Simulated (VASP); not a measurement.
# BaTiO3 (Amm2) in VASP: single point with PBE+U

Aim: the single point of BaTiO3 with PBE+U.

All numbers are computed with VASP 6.6.1; they aren't measurements. Logs are shortened: lines on timing, memory, paths and dates and some standing lists are left out, and cuts for length are marked.

## 1. The cell of the first run

It takes space group Amm2 (No. 38, orthorhombic). The conventional cell has a = 4.015 Å, b = 5.718 Å, c = 5.736 Å, α = 90.00°, β = 90.00°, γ = 90.00°. Ba (site symmetry mm2) has 12 O at 2.82 to 2.91 Å and 8 Ti at 3.46 to 3.54 Å within 3.7 Å. Within 2.6 Å of Ti (site symmetry mm2) lie 6 O at 1.97 to 2.08 Å. Within 2.7 Å of O (site symmetry mm2) lie 2 Ti at 2.01 Å. Within 2.6 Å of O (site symmetry m) lie 2 Ti at 1.97 to 2.08 Å. Within 2.6 Å of O (site symmetry m) lie 2 Ti at 1.97 to 2.08 Å.

## 2. Single point, PBE+U

INCAR reads:

```
SYSTEM = BaTiO3
PREC = Accurate
ENCUT = 520
EDIFF = 1E-7
ISMEAR = -1
SIGMA = 0.1
LREAL = .False.
LASPH = .True.
NELM = 150
ALGO = Normal
ISIF = 2
LWAVE = .False.
LCHARG = .True.
LMAXMIX = 4
LDAU = .True.
LDAUTYPE = 2
LDAUL = -1 2 -1
LDAUU = 0 4.14 0
LDAUJ = 0 0 0
LDAUPRINT = 1
GGA = PE
LELF = .True.
LVHAR = .True.
NBANDS = 51
```

KPOINTS reads:

```
regular mesh
0
Gamma
  5 5 6
  0 0 0
```

POSCAR reads:

```
BaTiO3
1.0
    4.0152432600      2.8592269000     -2.8680453000
    4.0152432600     -2.8592269000      2.8680453000
    0.0000000000     -2.8592269000     -2.8680453000
Ba Ti O
2 2 6
Direct
    0.0000000000      0.0000000000      0.0000000000
    0.5000000000      0.5000000000      0.0000000000
    0.9960500000      0.5039500000      0.4921000000
    0.4960500000      0.0039500000      0.4921000000
    0.7539500000      0.2460500000      0.5079000000
    0.2539500000      0.7460500000      0.5079000000
    0.7531450000      0.7468550000      0.4974900000
    0.2531450000      0.2468550000      0.4974900000
    0.9987450000      0.5012550000      0.0062900000
    0.4987450000      0.0012550000      0.0062900000
```

Potentials or basis: VASP PAW PBE potentials, release 64 (Ba_sv, Ti_sv, O).

Command:

```console
cat potpaw_PBE.64/Ba_sv/POTCAR potpaw_PBE.64/Ti_sv/POTCAR potpaw_PBE.64/O/POTCAR > POTCAR
mpirun -np 1 vasp_std > vasp.out
```

OUTCAR:

```text
SYSTEM = BaTiO3
   PREC = Accurate
   ENCUT = 520
   EDIFF = 1E-7
   ISMEAR = -1
   LREAL = .False.
   LASPH = .True.
   NELM = 150
   ISIF = 2
   GGA = PE

 ion  position               nearest neighbor table
   1  0.000  0.000  0.000-   5 2.82   7 2.84   8 2.84   9 2.84  10 2.84   9 2.86  10 2.86   8 2.86
                             7 2.86   5 2.86   6 2.86   6 2.91   4 3.46   3 3.46   4 3.49   3 3.49
   2  0.500  0.500  0.000-   6 2.82   7 2.84   8 2.84   9 2.84  10 2.84  10 2.86   9 2.86   8 2.86
                             7 2.86   6 2.86   5 2.86   5 2.91   4 3.46   3 3.46   4 3.49   3 3.49
   3  0.996  0.504  0.492-   7 1.97   9 1.97   5 2.01   6 2.01   9 2.08   8 2.08   2 3.46   1 3.46
                             1 3.49   2 3.49   2 3.49   1 3.49   1 3.54   2 3.54
   4  0.496  0.004  0.492-   8 1.97  10 1.97   5 2.01   6 2.01  10 2.08   7 2.08   2 3.46   1 3.46
                             1 3.49   2 3.49   1 3.49   2 3.49   2 3.54   1 3.54
   5  0.754  0.246  0.508-   3 2.01   4 2.01   1 2.82   1 2.86   2 2.86   2 2.91
   6  0.254  0.746  0.508-   3 2.01   4 2.01   2 2.82   2 2.86   1 2.86   1 2.91
   7  0.753  0.747  0.497-   3 1.97   4 2.08   1 2.84   2 2.84   1 2.86   2 2.86
   8  0.253  0.247  0.497-   4 1.97   3 2.08   1 2.84   2 2.84   1 2.86   2 2.86
   9  0.999  0.501  0.006-   3 1.97   3 2.08   1 2.84   2 2.84   2 2.86   1 2.86
  10  0.499  0.001  0.006-   4 1.97   4 2.08   1 2.84   2 2.84   1 2.86   2 2.86

  LATTYP: Found a base centered monoclinic cell.
 ALAT       =     8.0995956216
 B/A-ratio  =     0.9914675862
 C/A-ratio  =     0.5000000000
 COS(beta)  =    -0.0030794343

  Lattice vectors:

 A1 = (   4.0152432600,  -2.8592269000,   2.8680453000)
 A2 = (  -4.0152432600,  -2.8592269000,   2.8680453000)
 A3 = (   0.0000000000,  -2.8592269000,  -2.8680453000)

Analysis of symmetry for initial positions (statically):
=====================================================================
 Subroutine PRICEL returns following result:

  LATTYP: Found a base centered orthorhombic cell.
 ALAT       =     5.7184538000
 B/A-ratio  =     1.0030841903
 C/A-ratio  =     0.7021554078

  Lattice vectors:

 A1 = (   0.0000000000,  -2.8592269000,   2.8680453000)
 A2 = (   0.0000000000,  -2.8592269000,  -2.8680453000)
[... 238 lines left out ...]

  o =  0.1025  v = -0.0000  0.0000  0.8691  0.0000  0.4947  0.0000  0.0000  0.0000  0.0000  0.0000      0.0000  0.0000  0.0000  0.0000  0.0000  0.0000  0.0000  0.0000  0.0000  0.0000
  o =  0.1025  v =  0.0000  0.0000  0.0000  0.0000  0.0000 -0.0000  0.0000  0.8691  0.0000  0.4947      0.0000  0.0000  0.0000  0.0000  0.0000  0.0000  0.0000  0.0000  0.0000  0.0000
  o =  0.1033  v =  0.9999  0.0000  0.0000 -0.0163  0.0000  0.0000  0.0000  0.0000  0.0000  0.0000      0.0000  0.0000  0.0000  0.0000  0.0000  0.0000  0.0000  0.0000  0.0000  0.0000
  o =  0.1033  v =  0.0000  0.0000  0.0000  0.0000  0.0000  0.9999  0.0000  0.0000 -0.0163  0.0000      0.0000  0.0000  0.0000  0.0000  0.0000  0.0000  0.0000  0.0000  0.0000  0.0000
  o =  0.1038  v =  0.0000  0.0000  0.0000  0.0000  0.0000  0.0163 -0.0000 -0.0000  0.9999 -0.0000      0.0000  0.0000  0.0000  0.0000  0.0000  0.0000  0.0000  0.0000  0.0000  0.0000
  o =  0.1038  v =  0.0163 -0.0000 -0.0000  0.9999 -0.0000  0.0000  0.0000  0.0000  0.0000  0.0000      0.0000  0.0000  0.0000  0.0000  0.0000  0.0000  0.0000  0.0000  0.0000  0.0000
  o =  0.2323  v = -0.0000  0.9998  0.0100  0.0000 -0.0175  0.0000  0.0000  0.0000  0.0000  0.0000      0.0000  0.0000  0.0000  0.0000  0.0000  0.0000  0.0000  0.0000  0.0000  0.0000
  o =  0.2323  v =  0.0000  0.0000  0.0000  0.0000  0.0000 -0.0000  0.9998  0.0100  0.0000 -0.0175      0.0000  0.0000  0.0000  0.0000  0.0000  0.0000  0.0000  0.0000  0.0000  0.0000
  o =  0.2340  v =  0.0000  0.0000  0.0000  0.0000  0.0000  0.0000 -0.0202  0.4946 -0.0000 -0.8689      0.0000  0.0000  0.0000  0.0000  0.0000  0.0000  0.0000  0.0000  0.0000  0.0000
  o =  0.2340  v =  0.0000 -0.0202  0.4946 -0.0000 -0.8689  0.0000  0.0000  0.0000  0.0000  0.0000      0.0000  0.0000  0.0000  0.0000  0.0000  0.0000  0.0000  0.0000  0.0000  0.0000

 number of electron      79.9999993 magnetization

 Free energy of the ion-electron system (eV)
  ---------------------------------------------------
  ext. energy  EPLUGINS =         0.00000000
  ---------------------------------------------------
  free energy    TOTEN  =       -74.48721210 eV

  energy without entropy =      -74.48720406  energy(sigma->0) =      -74.48720808

 E-fermi :   4.9365     XC(G=0): -11.1260

 val. band max:        3.7752108296   @ k =   0.0000   0.0000   0.5000
 cond. band min:       5.9923954639   @ k =   0.0000   0.0000   0.0000
 fundamental gap:      2.2171846343
 Fermi energy:         4.9365213016

 k-point     1 :       0.0000    0.0000    0.0000
  band No.  band energies     occupation
      1     -54.0871      2.00000
      2     -54.0855      2.00000
      3     -30.2748      2.00000
      4     -30.2723      2.00000
      5     -30.2404      2.00000
      6     -30.2392      2.00000
[... 1285 lines left out ...]
     50       9.7529      0.00000
     51      10.0162      0.00000

 [... further k-points ...]
[... 5 lines left out ...]
  --------------------------------------------------------------------------------------
  -------------------------------------------------------------------------------------
  Total        2.8509454      2.2990097      1.7156232      0.0000000      0.0000502      0.0000000
  in kB       34.6811110     27.9669367     20.8701714      0.0000000      0.0006103      0.0000000
  external PRESSURE =      27.8394063 kB  Pullay stress =       0.0000000 kB

 VOLUME and BASIS-vectors are now :
 -----------------------------------------------------------------------------
  energy-cutoff  :      520.00
  volume of cell :      131.71
      direct lattice vectors                 reciprocal lattice vectors
     4.015243260  2.859226900 -2.868045300     0.124525457  0.087436223 -0.087167382
     4.015243260 -2.859226900  2.868045300     0.124525457 -0.087436223  0.087167382
     0.000000000 -2.859226900 -2.868045300     0.000000000 -0.174872445 -0.174334764

 POSITION                                       TOTAL-FORCE (eV/Angst)
 -----------------------------------------------------------------------------------
      0.00000      0.00000      0.00000         0.000000     -0.000141      0.095043
      4.01524      0.00000      0.00000         0.000000     -0.000141      0.095043
      6.02286     -0.00000     -2.82273         0.000000     -0.000307     -0.166390
      2.00762     -0.00000     -2.82273         0.000000     -0.000307     -0.166390
      4.01524      0.00000     -2.91336         0.000000      0.000155      0.119442
      4.01524     -2.85923     -0.04532         0.000000      0.000155      0.119442
      6.02286     -1.40445     -1.44486         0.000000     -0.130841     -0.023914
      2.00762     -1.40445     -1.44486         0.000000     -0.130841     -0.023914
      6.02286      1.40445     -1.44486         0.000000      0.131134     -0.024181
      2.00762      1.40445     -1.44486         0.000000      0.131134     -0.024181
 -----------------------------------------------------------------------------------
    total drift:                                0.000000      0.000995     -0.001703

  FREE ENERGIE OF THE ION-ELECTRON SYSTEM (eV)
  ---------------------------------------------------
  free  energy   TOTEN  =       -74.4872121017 eV

  energy  without entropy=      -74.4872040584  energy(sigma->0) =      -74.48720808
```

stdout:

```text
POSCAR found type information on POSCAR BaTiO
 POSCAR found :  3 types and      10 ions
 scaLAPACK will be used
 LDA part: xc-table for (Slater+PW92), standard interpolation
 POSCAR, INCAR and KPOINTS ok, starting setup
 FFT: planning ... GRIDC
 FFT: planning ... GRID_SOFT
 FFT: planning ... GRID
 WAVECAR not read
 entering main loop
```

Wall time 6.7 min (1 thread of Intel Xeon Platinum 8259CL at 2.50GHz (Skylake/Cascade Lake), shared host); peak memory 0.4 GiB.

What came out:

```
Free energy            : -74.4872 eV
Pressure               : 2.8 GPa
Largest force          : 0.166 eV/Å
Band gap on the k mesh : 2.22 eV
```

Forces in eV/Å, atoms in the order of the input:
```
Ba   0.000  0.000  0.095
Ba   0.000  0.000  0.095
Ti   0.000  0.000 -0.166
Ti   0.000  0.000 -0.166
O    0.000  0.000  0.119
O    0.000  0.000  0.119
O    0.000 -0.131 -0.024
O    0.000 -0.131 -0.024
O    0.000  0.131 -0.024
O    0.000  0.131 -0.024
```

Stress tensor (GPa, compression positive):
```
3.47 0.00 0.00
0.00 2.80 0.00
0.00 0.00 2.09
```

Eigenvalues of the final occupation matrices:
| site | spin | trace | eigenvalues |
| --- | --- | --- | --- |
| site 3 d | 1 | 0.78 | 0.10 0.10 0.10 0.23 0.23 |
| site 3 d | 2 | 0.78 | 0.10 0.10 0.10 0.23 0.23 |
| site 4 d | 1 | 0.78 | 0.10 0.10 0.10 0.23 0.23 |
| site 4 d | 2 | 0.78 | 0.10 0.10 0.10 0.23 0.23 |

Caveat: spin-orbit coupling is left out, which moves the levels of the heavy elements; an odd mesh through Γ misses points on the zone boundary, where band edges can lie.
